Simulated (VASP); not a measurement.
Wanted: the native input for a VASP 6.6.1 run.

| Item | Value |
| --- | --- |
| Task | relaxation of cell and atoms |
| Functional | PBE |
| Potentials or basis | VASP PAW PBE potentials, release 64 (Li_sv, Al, F) |
| Cutoff | 600 eV |
| k mesh | 6 × 6 × 4 |
| Occupations | gaussian, width 0.02 eV |
| Spin | no spin polarisation |
| Dipole correction | no |
| Further INCAR settings | ALGO = Normal; EDIFF = 1e-06; IBRION = 2; EDIFFG = -0.005; NSW = 100; ISIF = 3 |

The structure of LiAlF4 lies in POSCAR:

```
LiAlF4
1.0
    3.5934416973      0.0000000000      0.0000000000
    0.0000000000      3.5934416973      0.0000000000
    0.0000000000      0.0000000000      6.1232151944
Li Al F
1 1 4
Direct
    0.5000000000      0.5000000000      0.5000000000
    0.0000000000      0.0000000000      0.0000000000
    0.5000000000      0.0000000000      0.0000000000
    0.0000000000      0.5000000000      0.0000000000
    0.0000000000      0.0000000000      0.2945948556
    0.0000000000      0.0000000000      0.7054051444
```

One way to write it, as run:

INCAR

```
SYSTEM = LiAlF4
ALGO = Normal
EDIFF = 1E-6
EDIFFG = -0.005
ENCUT = 600
GGA = PE
IBRION = 2
ISIF = 3
ISMEAR = 0
LASPH = .True.
LCHARG = .False.
LREAL = .False.
LWAVE = .False.
NELM = 60
NSW = 100
PREC = Accurate
SIGMA = 0.02
```

KPOINTS

```
k-points
0
Gamma
  6 6 4
  0 0 0
```

Potentials or basis: VASP PAW PBE potentials, release 64 (Li_sv, Al, F).

Launch:

```bash
$ cat potpaw_PBE.64/Li_sv/POTCAR potpaw_PBE.64/Al/POTCAR potpaw_PBE.64/F/POTCAR > POTCAR
$ mpirun -np 1 vasp_std > vasp.out
```

It gave:

- Relaxed volume: 13.18 Å³/atom
- Relaxed cell: a = 3.593 Å, b = 3.593 Å, c = 6.127 Å, α = 90.00°, β = 90.00°, γ = 90.00°
- Space group after relaxing (to 0.1 Å): P4/mmm (No. 123)
- Energy gained by relaxing: 0.0 meV/atom
- Ionic steps: 4
- Pressure after relaxing: 0.0 GPa
- Band gap on the k mesh: 5.73 eV (least direct gap 6.12 eV)

Caveat: the cutoff is under 1.25 times the usual one of these potentials, so pressure, stress and relaxed cells hold a basis-set (Pulay) error.

It took 93 s on 1 thread of Intel(R) Xeon(R) Platinum 8488C (Sapphire Rapids), with other jobs on the host, peak memory 0.22 GiB.
